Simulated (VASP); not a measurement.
Wanted: the native input for a VASP 6.6.1 run.

| Property | Result |
| --- | --- |
| Task | single point |
| Functional | PBEsol |
| Potentials or basis | VASP PAW PBE potentials, release 64 (Al, N) |
| Cutoff | 520 eV |
| k mesh | 9 × 9 × 7 |
| Occupations | fermi-dirac, width 0.05 eV |
| Spin | no spin polarisation |
| Dipole correction | no |
| Further INCAR settings | ALGO = Normal; EDIFF = 1e-07; NBANDS = 16 |

The structure of AlN lies in POSCAR:

```
AlN
1.0
    3.3770756797      0.0000000000      0.0000000000
   -1.6885378398      2.9246333291      0.0000000000
    0.0000000000      0.0000000000      4.2696929295
Al N
2 2
Direct
    0.6666666667      0.3333333333      0.2500000000
    0.3333333333      0.6666666667      0.7500000000
    0.6666666667      0.3333333333      0.7500000000
    0.3333333333      0.6666666667      0.2500000000
```

This cell differs from its parent crystal: volume scaled by 1.06.

The input as run:

INCAR

```
SYSTEM = AlN
PREC = Accurate
ENCUT = 520
EDIFF = 1E-7
ISMEAR = -1
SIGMA = 0.05
LREAL = .False.
LASPH = .True.
NELM = 80
ALGO = Normal
ISIF = 2
LWAVE = .False.
LCHARG = .True.
GGA = PS
LELF = .True.
LVHAR = .True.
NBANDS = 16
```

KPOINTS

```
regular mesh
0
Gamma
  9 9 7
  0 0 0
```

Potentials or basis: VASP PAW PBE potentials, release 64 (Al, N).

The run is started by

```bash
$ cat potpaw_PBE.64/Al/POTCAR potpaw_PBE.64/N/POTCAR > POTCAR
$ mpirun -np 1 vasp_std > vasp.out
```

Results of the run:

The pressure is -14.0 GPa and the band gap on the k mesh is 2.76 eV, direct.

Caveat: the PAW data sets were made with another functional, which shifts forces and pressure a little.

Run time: 17 s on 1 thread of Intel(R) Xeon(R) Platinum 8488C (Sapphire Rapids) (shared host), peak memory 0.17 GiB.
